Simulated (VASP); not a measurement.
Set up this calculation in VASP 6.6.1, as the native input.

- Task: single point
- Functional: PBE-based global hybrid
- Potentials or basis: VASP PAW PBE potentials, release 64 (Zn, Se)
- Cutoff: 520 eV
- k mesh: 4 × 4 × 4
- Occupations: gaussian, width 0.01 eV
- Spin: no spin polarisation
- Dipole correction: no
- Grid for exact exchange (PRECFOCK): Normal
- Share of exact exchange: 0.1
- Further INCAR settings: ALGO = Normal; EDIFF = 1e-06; NBANDS = 16

Crystal: ZnSe.

```
Zn Se
1.0
     0.00000    2.83242    2.83242
     2.83242    0.00000    2.83242
     2.83242    2.83242    0.00000
Zn Se
1 1
Direct
  0.00000 0.00000 0.00000
  0.25000 0.25000 0.25000
```

The input as run:

POSCAR

```
ZnSe
1.0
    0.0000000000      2.8324206805      2.8324206805
    2.8324206805      0.0000000000      2.8324206805
    2.8324206805      2.8324206805      0.0000000000
Zn Se
1 1
Direct
    0.0000000000      0.0000000000      0.0000000000
    0.2500000000      0.2500000000      0.2500000000
```

INCAR.step1

```
PREC = Accurate
ENCUT = 520
EDIFF = 1E-5
ISMEAR = 0
SIGMA = 0.01
LREAL = F
LASPH = T
NELM = 80
ALGO = Normal
ISIF = 2
LWAVE = T
NBANDS = 16
GGA = PE
```

INCAR.step2

```
PREC = Accurate
ENCUT = 520
EDIFF = 1E-6
ISMEAR = 0
SIGMA = 0.01
LREAL = F
LASPH = T
NELM = 80
ALGO = Normal
ISIF = 2
LWAVE = F
LCHARG = T
GGA = PE
LHFCALC = T
AEXX = 0.1
PRECFOCK = Normal
LELF = T
LVHAR = T
NBANDS = 16
ISTART = 1
```

KPOINTS

```
Automatic mesh
0
Gamma
  4 4 4
```

Potentials or basis: VASP PAW PBE potentials, release 64 (Zn, Se).

Launch:

```bash
$ cat potpaw_PBE.64/Zn/POTCAR potpaw_PBE.64/Se/POTCAR > POTCAR
$ cp INCAR.step1 INCAR
$ mpirun -np 1 vasp_std > vasp.out
$ cp INCAR.step2 INCAR
$ mpirun -np 1 vasp_std > vasp.out
```

Results of the run:

```
Pressure               : 2.1 GPa
Band gap on the k mesh : 2.02 eV, direct
```

Caveat: the k points lie up to 0.48 Å⁻¹ apart; the PAW data sets were made with another functional, which shifts forces and pressure a little.

Wall time 5.4 min on 1 thread of Intel(R) Xeon(R) Platinum 8259CL CPU @ 2.50GHz (Skylake/Cascade Lake), with other jobs on the host, peak memory 0.18 GiB.
